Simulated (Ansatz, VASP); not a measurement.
# Two plane-wave programs on SnSe

Contents of INCAR:

```
SYSTEM = SnSe
ALGO = Normal ; EDIFF = 1E-6
ENCUT = 520 ; GGA = PE
ISIF = 2 ; ISMEAR = -1
LASPH = .True. ; LCHARG = .False.
LREAL = .False. ; LWAVE = .False.
NBANDS = 17 ; NELM = 100
PREC = Accurate ; SIGMA = 0.1
```

File KPOINTS:

```
k-points
0
Gamma
  14 14 14
  0 0 0
```

The input POSCAR:

```
SnSe
1.0
    0.0000000000      2.4833200677      2.4833200677
    2.4833200677      0.0000000000      2.4833200677
    2.4833200677      2.4833200677      0.0000000000
Sn Se
1 1
Direct
    0.0000000000      0.0000000000      0.0000000000
    0.5000000000      0.5000000000      0.5000000000
```

Input for Ansatz:

```yaml
crystal:
  lattice:
    - [0.0, 2.4833200677, 2.4833200677]
    - [2.4833200677, 0.0, 2.4833200677]
    - [2.4833200677, 2.4833200677, 0.0]
  atoms:
    - { symbol: Sn, position: [0.0, 0.0, 0.0] }
    - { symbol: Se, position: [0.5, 0.5, 0.5] }
kpoints:
  mp_grid: { grid: [14, 14, 14] }
scf:
  occupations: { method: fermi_dirac, width: 0.1 }
hamiltonian:
  xc: pbe
  pseudopotentials: { kind: nc }
output:
  forces: true
  stress: true
  eigenvalues: true
```

Change from the starting cell: volume scaled by 0.55, norm-conserving files.

Alike in both runs: task single point; functional PBE; k mesh 14 × 14 × 14; occupations fermi-dirac, width 0.1 eV; no spin polarisation.

|  | VASP | Ansatz |
| --- | --- | --- |
| version | VASP 6.6.1 | Ansatz 0.2.0 |
| potentials or method | VASP PAW PBE potentials, release 64 (Sn_d, Se) | scalar-relativistic |
| plane-wave cutoff (eV) | 520 | 1170 |
| valence electrons in the cell | 20 | 30 |

VASP gave:

| Property | Result |
| --- | --- |
| pressure (GPa) | 104.1 |

Problem. What did Ansatz give for the same quantities?

Solution. Pressure (GPa): 103.6.

Both programs put the cell under a high pressure, so it lies far from rest at this level. VASP's potentials hold 20 valence electrons a cell and Ansatz's 30, so a difference there can come from the potentials and not from the codes.

Noted on VASP's run: the cell as given lies far from equilibrium.
